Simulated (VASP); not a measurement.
Se, 3 atoms in the cell. Symmetry: P3_121, No. 152, trigonal system. Conventional cell: a = 4.066 Å, b = 4.066 Å, c = 5.127 Å, α = 90.00°, β = 90.00°, γ = 120.00°. Se (site symmetry 2) has 6 Se at 2.44 to 3.20 Å within 3.2 Å. 

- Program: VASP 6.6.1
- Task: relaxation of cell and atoms
- Functional: PBEsol
- Potentials or basis: VASP PAW PBE potentials, release 64 (Se)
- Cutoff: 600 eV
- k mesh: 12 × 12 × 8
- Occupations: gaussian, width 0.02 eV
- Spin: no spin polarisation
- Dipole correction: no
- Further INCAR settings: ALGO = Normal; EDIFF = 1e-07; IBRION = 2; EDIFFG = -0.005; NSW = 70; ISIF = 3

Potentials or basis: VASP PAW PBE potentials, release 64 (Se).

Run with:

```bash
$ cat potpaw_PBE.64/Se/POTCAR > POTCAR
$ mpirun -np 1 vasp_std > vasp.out
```

Hardware: 1 thread of Intel(R) Xeon(R) 6975P-C (Granite Rapids), on a shared host.

How long does it take, and how much memory?

Run time: 3.3 min on 1 thread of Intel(R) Xeon(R) 6975P-C (Granite Rapids), on a shared host, peak memory 0.29 GiB. Counts: scf iterations 59, k points 131, ion steps 9.
